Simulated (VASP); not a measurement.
**ScAs3: single point with PBE**

The system is ScAs3.

```xyz
4
Lattice="4.2485 0.0000 0.0000 0.0000 4.2485 0.0000 0.0000 0.0000 4.2485" Properties=species:S:1:pos:R:3 pbc="T T T"
Sc    0.0000    0.0000    0.0000
As    0.0000    2.1243    2.1243
As    2.1243    0.0000    2.1243
As    2.1243    2.1243    0.0000
```

| Item | Value |
| --- | --- |
| Program | VASP 6.6.1 |
| Task | single point |
| Functional | PBE |
| Potentials or basis | VASP PAW PBE potentials, release 64 (Sc_sv, As) |
| Cutoff | 500 eV |
| k mesh | 4 × 4 × 4 |
| Occupations | fermi-dirac, width 0.1 eV |
| Spin | no spin polarisation |
| Dipole correction | no |
| Further INCAR settings | ALGO = Normal; EDIFF = 1e-06; NBANDS = 21 |

```json
{
 "Pressure": "0.2 GPa",
 "Band gap on the k mesh": "zero (bands 13 and 14 overlap by 2.98 eV)"
}
```

Levels at points of the mesh, in eV from the Fermi level:
```tsv
k point	band 10	band 11	band 12	band 13	band 14	band 15	band 16	band 17
(0.00, 0.00, 0.00)	-4.89	0.23	0.23	0.23	0.56	0.56	0.56	0.65
(0.50, 0.00, 0.00)	-3.09	-2.13	-2.05	-2.05	-0.96	0.74	1.16	1.16
(0.50, 0.50, 0.00)	-2.79	-2.79	-1.78	-1.53	-1.53	0.89	1.09	1.65
(0.50, 0.50, 0.50)	-5.53	-5.53	0.45	1.44	1.44	1.72	1.72	1.72
```

It took 26 s on 1 thread of AMD EPYC 7R43 64-Core Processor (Zen 3), on a shared host, peak memory 0.14 GiB.

Caveat: the k points lie up to 0.37 Å⁻¹ apart, too coarse for converged energies and pressures of a metal.
